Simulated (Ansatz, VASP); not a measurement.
## BaO: VASP beside Ansatz

```
Ba O
1.0
     0.00000    2.77201    2.77201
     2.77201    0.00000    2.77201
     2.77201    2.77201    0.00000
Ba O
1 1
Direct
  0.00000 0.00000 0.00000
  0.50000 0.50000 0.50000
```

Alike in both runs: functional r2SCAN; k mesh 8 × 8 × 8; occupations fermi-dirac, width 0.02 eV; no spin polarisation.

Ansatz relaxed the structure, and its values are those at the end. VASP's run is a single point on that final structure, the one shown.

```csv
,VASP,Ansatz
version,VASP 6.6.1,Ansatz 0.2.0
potentials or method,"VASP PAW PBE potentials, release 64 (Ba_sv, O), cutoff 660 eV",PAW plane waves
valence electrons in the cell,16,16
```

```csv
,VASP,Ansatz,Ansatz less VASP
gap on the k mesh at the Fermi level (eV),2.32,2.38,+0.058
pressure (GPa),1.6,0.0,-1.58
```

VASP's potentials were made for PBE, not for r2SCAN.

Neither program's run includes spin-orbit coupling.
